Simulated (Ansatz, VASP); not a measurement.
# ZnS in VASP and in Ansatz

The input INCAR:

```
PREC = Accurate
ENCUT = 520
EDIFF = 1E-6
ISMEAR = -1
SIGMA = 0.02
LREAL = F
LASPH = T
NELM = 60
ALGO = Normal
ISIF = 2
LWAVE = F
LCHARG = F
GGA = PE
NBANDS = 16
```

Contents of KPOINTS:

```
regular mesh
0
Gamma
  8 8 8
```

The input POSCAR:

```
ZnS
1.0
   -0.0390643855      2.6940955541      2.6940955541
    2.6940955541     -0.0390643855      2.6940955541
    2.6550311686      2.6550311686      0.0000000000
Zn S
1 1
Direct
    0.2525976375      0.2525976375      0.2474023625
   -0.0025976375     -0.0025976375      0.0025976375
```

Input for Ansatz:

```yaml
crystal:
  lattice:
    - [-0.0390643855, 2.6940955541, 2.6940955541]
    - [2.6940955541, -0.0390643855, 2.6940955541]
    - [2.6550311686, 2.6550311686, 0.0]
  atoms:
    - { symbol: Zn, position: [0.2525976375, 0.2525976375, 0.2474023625] }
    - { symbol: S, position: [-0.0025976375, -0.0025976375, 0.0025976375] }
kpoints:
  mp_grid: { grid: [8, 8, 8] }
  band_path:
    path:
      - [0.0, 0.0, 0.0]
      - [-0.5, -0.5, 0.0]
      - [-0.375, -0.375, 0.25]
      - [-0.375, 0.0, 0.375]
      - [0.0, 0.0, 0.5]
      - [-0.5, -0.25, 0.25]
    npoints: 1
hamiltonian:
  xc: pbe
scf:
  occupations: { method: fermi_dirac, width: 0.02 }
  n_extra_bands: 4
output:
  forces: true
  stress: true
  eigenvalues: true
  write_density: true
  write_potential: true
  elf: true
  volumetric_format: npy
```

Change from the starting cell: shear_xy strain -2.9%.

Alike in both runs: task single point; functional PBE; k mesh 8 × 8 × 8; occupations fermi-dirac, width 0.02 eV; no spin polarisation.

```csv
,VASP,Ansatz
version,VASP 6.6.1,Ansatz 0.2.0
potentials or method,"VASP PAW PBE potentials, release 64 (Zn, S)","plane waves, PAW"
plane-wave cutoff (eV),520,420
valence electrons in the cell,18,18
```

|  | VASP | Ansatz | Ansatz less VASP |
| --- | --- | --- | --- |
| gap on the k mesh at the Fermi level (eV) | 2.06 | 2.06 | -0.005 |
| pressure (GPa) | 2.5 | 2.3 | -0.17 |
| traceless stress, the component that is largest in VASP (GPa) | 1.39 | 1.39 | -0.001 |
| rms of the force components (eV/Å) | 0.005 | 0.004 | -0.0007 |

Atom by atom the forces differ by 0.001 eV/Å (rms over components).
